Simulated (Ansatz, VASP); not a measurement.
Two plane-wave programs on Zn3F

```
CELL_PARAMETERS angstrom
-1.87184 1.87184 4.24153
1.87184 -1.87184 4.24153
1.87184 1.87184 -4.24153
ATOMIC_POSITIONS crystal
Zn 0.50000 0.50000 0.00000
Zn 0.75000 0.25000 0.50000
Zn 0.25000 0.75000 0.50000
F 0.00000 0.00000 0.00000
```

Change from the starting cell: species swapped into the FeNi3 type (I4/mmm, No. 139).

Alike in both runs: functional PBE; k mesh 16 × 16 × 16; occupations gaussian, width 0.1 eV; no spin polarisation.

Ansatz relaxed the structure, and its values are those at the end. VASP's run is a single point on that final structure, the one shown.

```csv
,VASP,Ansatz
version,VASP 6.6.1,Ansatz 0.2.0
potentials or method,"VASP PAW PBE potentials, release 64 (Zn, F), cutoff 520 eV","scalar-relativistic, plane waves, PAW"
valence electrons in the cell,43,43
```

|  | VASP | Ansatz | Ansatz less VASP |
| --- | --- | --- | --- |
| gap on the k mesh at the Fermi level (eV) | none | none | - |
| pressure (GPa) | 0.1 | 0.0 | -0.08 |

A gap of «none» marks a metal or a gap that the smearing closes. The functional is the same, so the differences come from potentials, cutoffs and numerics.
